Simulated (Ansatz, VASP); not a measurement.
**Two plane-wave programs on AlCu**

INCAR

```
SYSTEM = AlCu
PREC     = Accurate       ! precision mode
ENCUT    = 520            ! plane-wave cutoff, eV
EDIFF    = 1E-6           ! SCF threshold, eV
ISMEAR   = 0              ! smearing method
SIGMA    = 0.15           ! smearing width, eV
LREAL    = .False.        ! projectors in reciprocal space
LASPH    = .True.         ! aspherical terms in the spheres
NELM     = 100            ! most SCF steps
ALGO     = Fast           ! electronic algorithm
ISIF     = 2              ! what is computed and relaxed
LWAVE    = .False.        ! write WAVECAR
LCHARG   = .True.         ! write CHGCAR
GGA      = PS             ! functional
LELF     = .True.         ! ELF
LVHAR    = .True.       
NBANDS   = 14             ! bands
```

KPOINTS

```
Automatic mesh
0
Gamma
  16 16 16
  0 0 0
```

File POSCAR:

```
AlCu
1.0
    2.9975090000     -0.0899252700      0.0000000000
   -0.0899252700      2.9975090000      0.0000000000
    0.0000000000      0.0000000000      2.9975090000
Al Cu
1 1
Direct
    0.0000000000      0.0000000000      0.0000000000
    0.5000000000      0.5000000000      0.5000000000
```

Input for Ansatz:

```yaml
crystal:
  lattice:
    - [2.997509, -0.08992527, 0.0]
    - [-0.08992527, 2.997509, 0.0]
    - [0.0, 0.0, 2.997509]
  atoms:
    - { symbol: Al, position: [0.0, 0.0, 0.0] }
    - { symbol: Cu, position: [0.5, 0.5, 0.5] }
basis:
  ecutwfc: 420
kpoints:
  mp_grid: { grid: [16, 16, 16] }
hamiltonian:
  xc: pbesol
scf:
  occupations: { method: gaussian, width: 0.15 }
output:
  forces: true
  stress: true
  eigenvalues: true
  write_density: true
  write_potential: true
  elf: true
  volumetric_format: npy
```

Change from the starting cell: strain -0.0600 x Voigt [0, 0, 0, 0, 0, 1], atoms carried along.

Alike in both runs: task single point; functional PBEsol; k mesh 16 × 16 × 16; occupations gaussian, width 0.15 eV; no spin polarisation.

|  | VASP | Ansatz |
| --- | --- | --- |
| version | VASP 6.6.1 | Ansatz 0.2.0 |
| potentials or method | VASP PAW PBE potentials, release 64 (Al, Cu), cutoff 520 eV | scalar-relativistic, plane waves, PAW |
| valence electrons in the cell | 14 | 22 |

```tsv
	VASP	Ansatz	Ansatz less VASP
gap on the k mesh at the Fermi level (eV)	none	none	-
pressure (GPa)	-3.9	-4.3	-0.32
traceless stress, the component that is largest in VASP (GPa)	2.58	2.58	-0.004
```

VASP's potentials were made for PBE, not for PBEsol. A gap of «none» marks a metal or a gap that the smearing closes. The functional is the same, so the differences come from potentials, cutoffs and numerics. VASP's potentials hold 14 valence electrons a cell and Ansatz's 22, so a difference there can come from the potentials and not from the codes.
